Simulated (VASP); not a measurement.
# IrRh4 (P6_3/mmc) in VASP: single point with PBE

Aim: the single point of IrRh4 with PBE.

All numbers are computed with VASP 6.6.1; they aren't measurements. Logs are shortened: lines on timing, memory, paths and dates and some standing lists are left out, and cuts for length are marked.

## (1) The cell of the first run

It takes space group P6_3/mmc (No. 194, hexagonal). The conventional cell has a = 2.745 Å, b = 2.745 Å, c = 21.818 Å, α = 90.00°, β = 90.00°, γ = 120.00°. Ir (site symmetry -6m2) has 6 Rh at 2.69 Å and 6 Ir at 2.74 Å within 3.5 Å. Rh (site symmetry 3m) has 12 Rh at 2.69 to 2.74 Å within 3.5 Å. Within 3.5 Å of Rh (site symmetry 3m) lie 3 Ir at 2.69 Å and 9 Rh at 2.71 to 2.74 Å.

## (2) Single point, PBE

INCAR

```
PREC = Accurate
ENCUT = 500
EDIFF = 1E-6
ISMEAR = 0
SIGMA = 0.1
LREAL = F
LASPH = T
NELM = 300
ALGO = All
ISIF = 2
LWAVE = F
LCHARG = F
GGA = PE
NBANDS = 80
GGA_COMPAT = F
ISEARCH = 1
KPAR = 4
```

KPOINTS

```
Automatic mesh
0
Gamma
  6 6 1
```

POSCAR

```
IrRh4
1.0
    2.7445713808      0.0000000026      0.0000000000
   -1.3722856927      2.3768685370      0.0000000000
    0.0000000000      0.0000000000     21.8177266488
Ir Rh
2 8
Direct
    0.3333333333      0.6666666667      0.7500000000
    0.6666666667      0.3333333333      0.2500000000
    0.3333333333      0.6666666667      0.9503207598
    0.3333333333      0.6666666667      0.1503256211
    0.3333333333      0.6666666667      0.3496743789
    0.3333333333      0.6666666667      0.5496792402
    0.6666666667      0.3333333333      0.0496792402
    0.6666666667      0.3333333333      0.4503207598
    0.6666666667      0.3333333333      0.6503256211
    0.6666666667      0.3333333333      0.8496743789
```

Potentials or basis: VASP PAW PBE potentials, release 64 (Ir, Rh_pv).

On the command line:

```
$ cat potpaw_PBE.64/Ir/POTCAR potpaw_PBE.64/Rh_pv/POTCAR > POTCAR
$ mpirun -np 4 vasp_std > vasp.out
```

OUTCAR:

```text
PREC = Accurate
   ENCUT = 500
   EDIFF = 1E-6
   ISMEAR = 0
   LREAL = F
   LASPH = T
   NELM = 300
   ISIF = 2
   GGA = PE

 ion  position               nearest neighbor table
   1  0.333  0.667  0.750-   9 2.69  10 2.69   9 2.69  10 2.69   9 2.69  10 2.69
   2  0.667  0.333  0.250-   4 2.69   5 2.69   4 2.69   5 2.69   4 2.69   5 2.69
   3  0.333  0.667  0.950-   7 2.69   7 2.69   7 2.69  10 2.71  10 2.71  10 2.71
   4  0.333  0.667  0.150-   2 2.69   2 2.69   2 2.69   7 2.71   7 2.71   7 2.71
   5  0.333  0.667  0.350-   2 2.69   2 2.69   2 2.69   8 2.71   8 2.71   8 2.71
   6  0.333  0.667  0.550-   8 2.69   8 2.69   8 2.69   9 2.71   9 2.71   9 2.71
   7  0.667  0.333  0.050-   3 2.69   3 2.69   3 2.69   4 2.71   4 2.71   4 2.71
   8  0.667  0.333  0.450-   6 2.69   6 2.69   6 2.69   5 2.71   5 2.71   5 2.71
   9  0.667  0.333  0.650-   1 2.69   1 2.69   1 2.69   6 2.71   6 2.71   6 2.71
  10  0.667  0.333  0.850-   1 2.69   1 2.69   1 2.69   3 2.71   3 2.71   3 2.71

  LATTYP: Found a hexagonal cell.
 ALAT       =     2.7445713808
 C/A-ratio  =     7.9494112638

  Lattice vectors:

 A1 = (   2.7445713808,   0.0000000026,   0.0000000000)
 A2 = (  -1.3722856927,   2.3768685370,   0.0000000000)
 A3 = (   0.0000000000,   0.0000000000,  21.8177266488)

Analysis of symmetry for initial positions (statically):
=====================================================================
 Subroutine PRICEL returns:
 Original cell was already a primitive cell.

 Routine SETGRP: Setting up the symmetry group for a
 hexagonal supercell.

 Subroutine GETGRP returns: Found 24 space group operations
 (whereof 12 operations were pure point group operations)
 out of a pool of 24 trial point group operations.

The static configuration has the point symmetry D_3d.
 The point group associated with its full space group is D_6h.

Analysis of symmetry for dynamics (positions and initial velocities):
=====================================================================
 Subroutine PRICEL returns:
 Original cell was already a primitive cell.

 Routine SETGRP: Setting up the symmetry group for a
 hexagonal supercell.

 Subroutine GETGRP returns: Found 24 space group operations
 (whereof 12 operations were pure point group operations)
 out of a pool of 24 trial point group operations.

The dynamic configuration has the point symmetry D_3d.
 The point group associated with its full space group is D_6h.

[... 103 lines left out ...]
   ISYM   =      2    0-nonsym 1-usesym 2-fastsym
   POTIM  = 0.5000    time-step for ionic-motion
   TEBEG  =    0.0;   TEEND  =   0.0 temperature during run
   PSTRESS=    0.0 pullay stress
   NELECT =     138.0000    total number of electrons
   NUPDOWN=      -1.0000    fix difference up-down
   EMIN   =  10.00;   EMAX   =-10.00  energy-range for DOS
   EFERMI =   0.00;   METHOD = LEGACY
   ISMEAR =     0;   SIGMA  =   0.10  broadening in eV -4-tet -1-fermi 0-gaus
   EFERMI_NEDOS =   21; number of points for ismear=-14 and -15
   IALGO  =     58    algorithm
   IMIX   =      4    mixing-type and parameters
     AMIX     =   0.40;   BMIX     =  1.00
     AMIX_MAG =   1.60;   BMIX_MAG =  1.00
  volume/ion in A,a.u.               =      14.23        96.05
  Fermi-wavevector in a.u.,A,eV,Ry     =   1.620335  3.061989 35.721896  2.625485
  Thomas-Fermi vector in A             =   2.714290
   LORBIT       =      0    0 simple, 1 ext, 2 COOP (PROOUT), +10 PAW based schemes
   GGA     = PE    functional components
   LHFCALC =     F    Hartree Fock is set to
   AEXX    =    0.0000 exact exchange contribution
   IVDW    =     0    specifies the selected vdW correction
   LEPSILON=     F    determine dielectric tensor
   LRPA    =     F    only Hartree local field effects (RPA)
 non-spin polarized calculation
 Gauss-broadening in eV      SIGMA  =   0.10
  energy-cutoff  :      500.00
  volume of cell :      142.33
 maximum number of plane-waves:      3675
 NGX is ok and might be reduce to    20
   NGX =  9   NGY =  9   NGZ = 79

 number of electron     138.0000065 magnetization

 Free energy of the ion-electron system (eV)
  ---------------------------------------------------
  ext. energy  EPLUGINS =         0.00000000
  ---------------------------------------------------
  free energy    TOTEN  =       -75.25855421 eV

  energy without entropy =      -75.15490643  energy(sigma->0) =      -75.20673032

 E-fermi :  11.0928     XC(G=0): -13.8393

 val. band max:       11.0916193129   @ k =   0.3333   0.1667   0.0000
 cond. band min:      11.0919170128   @ k =   0.0000   0.0000   0.0000
 fundamental gap:      0.0002976998
 Fermi energy:        11.0927935707

 k-point     1 :       0.0000    0.0000    0.0000
  band No.  band energies     occupation
      1     -35.9338      2.00000
      2     -35.9314      2.00000
      3     -35.8158      2.00000
      4     -35.8111      2.00000
      5     -35.6003      2.00000
      6     -35.5970      2.00000
[... 570 lines left out ...]
     79      17.5236      0.00000
     80      17.5964      0.00000

------------------------ aborting loop because EDIFF is reached ----------------------------------------

  FORCE on cell =-STRESS in cart. coord.  units (eV):
  Direction    XX          YY          ZZ          XY          YZ          ZX
  --------------------------------------------------------------------------------------
  -------------------------------------------------------------------------------------
  Total       -0.2045338     -0.2045338      0.1855918      0.0000000      0.0000000     -0.0000000
  in kB       -2.3024305     -2.3024305      2.0892009      0.0000000      0.0000000     -0.0000000
  external PRESSURE =      -0.8385534 kB  Pullay stress =       0.0000000 kB

 VOLUME and BASIS-vectors are now :
 -----------------------------------------------------------------------------
  energy-cutoff  :      500.00
  volume of cell :      142.33
      direct lattice vectors                 reciprocal lattice vectors
     2.744571381  0.000000003  0.000000000     0.364355617  0.210360814  0.000000000
    -1.372285693  2.376868537  0.000000000    -0.000000000  0.420721628  0.000000000
     0.000000000  0.000000000 21.817726649     0.000000000  0.000000000  0.045834290

 POSITION                                       TOTAL-FORCE (eV/Angst)
 -----------------------------------------------------------------------------------
     -0.00000      1.58458     16.36329        -0.000000     -0.000000      0.000000
      1.37229      0.79229      5.45443        -0.000000     -0.000000      0.000000
     -0.00000      1.58458     20.73384        -0.000000      0.000000     -0.002478
     -0.00000      1.58458      3.27976        -0.000000      0.000000     -0.028978
     -0.00000      1.58458      7.62910        -0.000000      0.000000      0.028978
     -0.00000      1.58458     11.99275         0.000000      0.000000      0.002478
      1.37229      0.79229      1.08389         0.000000     -0.000000      0.002478
      1.37229      0.79229      9.82498         0.000000     -0.000000     -0.002478
      1.37229      0.79229     14.18863         0.000000     -0.000000     -0.028978
      1.37229      0.79229     18.53796         0.000000     -0.000000      0.028978
 -----------------------------------------------------------------------------------
    total drift:                               -0.000000      0.000000     -0.000000

  FREE ENERGIE OF THE ION-ELECTRON SYSTEM (eV)
  ---------------------------------------------------
  free  energy   TOTEN  =       -75.2585542104 eV

  energy  without entropy=      -75.1549070781  energy(sigma->0) =      -75.20673064
```

OSZICAR:

```text
N       E                     dE             d eps       ncg     rms           ort
DAV:   1     0.191656118734E+04    0.19166E+04   -0.81078E+04   560   0.195E+03
DAV:   2     0.215467611378E+02   -0.18950E+04   -0.18492E+04   560   0.624E+02
[... 12 lines left out ...]
CGA:  77    -0.752585472746E+02   -0.10471E-05   -0.10313E-05   560   0.152E-04  -0.162E-05
CGA:  78    -0.752585476660E+02   -0.39143E-06   -0.40510E-06   560   0.234E-04   0.291E-06
CGA:  79    -0.752585502009E+02   -0.25349E-05   -0.25280E-05   560   0.905E-04   0.393E-06
CGA:  80    -0.752585519492E+02   -0.17483E-05   -0.17394E-05   560   0.113E-04  -0.212E-05
CGA:  81    -0.752585522224E+02   -0.27315E-06   -0.25652E-06   560   0.116E-04  -0.364E-06
CGA:  82    -0.752585534291E+02   -0.12067E-05   -0.11939E-05   560   0.417E-04   0.287E-06
CGA:  83    -0.752585542104E+02   -0.78131E-06   -0.79030E-06   560   0.665E-05   0.335E-05
   1 F= -.75258554E+02 E0= -.75206731E+02  d E =-.103647E+00
```

stdout:

```text
POSCAR found type information on POSCAR IrRh
 POSCAR found :  2 types and      10 ions
 scaLAPACK will be used
 LDA part: xc-table for (Slater+PW92), standard interpolation
 POSCAR, INCAR and KPOINTS ok, starting setup
 FFT: planning ... GRIDC
 FFT: planning ... GRID_SOFT
[... 96 lines left out ...]
  energies along line   0.60811E-07  -0.60811E-07   0.50318E-03  -0.82570E-04
 gam= 0.164 g(H,U,f)=  0.350E-03 0.950E-04 0.153E-04 ort(H,U,f) = 0.336E-03-0.377E-03 0.780E-05
 gam= 0.164 trial= 0.203  step=  0.4368 mean=  0.2034
 gam= 3.357 g(H,U,f)=  0.380E-03 0.102E-02 0.139E-03 ort(H,U,f) = 0.137E-03-0.914E-04-0.388E-04
 gam= 3.357 trial= 0.227  step=  0.0489 mean=  0.2268
  continued last = 0.067  step=  0.0490 harm=  0.0490 4th-ord=  0.0490
  steps along line     -0.22676E-04   0.22676E-04   0.22676E+00   0.67187E-01
  energies along line   0.35562E-07  -0.35562E-07   0.46914E-03  -0.33089E-04
 g
```

Run time: 5 min. Hardware: 4 MPI ranks of Intel Xeon Platinum 8259CL at 2.50GHz (Skylake/Cascade Lake), shared host; peak memory 0.31 GiB.

What came out:

```yaml
Free_energy: -75.2586 eV
Pressure: -0.1 GPa
Largest_force: 0.029 eV/Å
Band_gap_on_the_k_mesh: zero (bands 69 and 70 overlap by 1.94 eV)
```

Forces in eV/Å, atoms in the order of the input:
```
Ir   0.000  0.000  0.000
Ir   0.000  0.000  0.000
Rh   0.000  0.000 -0.002
Rh   0.000  0.000 -0.029
Rh   0.000  0.000  0.029
Rh   0.000  0.000  0.002
Rh   0.000  0.000  0.002
Rh   0.000  0.000 -0.002
Rh   0.000  0.000 -0.029
Rh   0.000  0.000  0.029
```

Levels at points of the mesh, in eV from the Fermi level:
| k point | band 69 | band 70 | band 71 | band 72 | band 73 | band 74 | band 75 | band 76 |
| --- | --- | --- | --- | --- | --- | --- | --- | --- |
| (0.00, 0.00, 0.00) | -0.76 | -0.76 | -0.70 | -0.70 | -0.52 | -0.16 | -0.16 | 0.00 |
| (0.50, 0.00, 0.00) | 0.61 | 0.72 | 0.72 | 0.78 | 1.17 | 1.17 | 1.51 | 1.79 |

Caveat: the k points lie up to 0.44 Å⁻¹ apart, too coarse for converged energies and pressures of a metal; spin-orbit coupling is left out, which moves the levels of the heavy elements.
